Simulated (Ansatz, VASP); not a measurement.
## N: VASP beside Ansatz

```
CELL_PARAMETERS angstrom
9.00000 0.00000 0.00000
0.00000 9.50000 0.00000
0.00000 0.00000 10.00000
ATOMIC_POSITIONS crystal
N 0.50000 0.50000 0.44500
N 0.50000 0.50000 0.55500
```

Alike in both runs: functional PBEsol; k mesh 1 × 1 × 1; occupations fermi-dirac, width 0.05 eV; no spin polarisation.

Ansatz relaxed the structure, and its values are those at the end. VASP's run is a single point on that final structure, the one shown.

```csv
,VASP,Ansatz
version,VASP 6.6.1,Ansatz 0.2.0
potentials or method,"VASP PAW PBE potentials, release 64 (N), cutoff 520 eV","plane waves, PAW"
valence electrons in the cell,10,10
```

Ansatz gave:

* rms of the force components (eV/Å): 0.005

Question: Estimate VASP's values.

Answer: rms of the force components (eV/Å): 1.075.

VASP's potentials were made for PBE, not for PBEsol. One of these differences is far larger than is usual between the two programs; its cause wasn't traced. With one functional, cell and mesh, what is left measures potentials, basis and numerics. Ansatz's warnings: stress scf threshold loose.

Noted on VASP's run: the standard files for N, O and F lose accuracy on very short bonds.
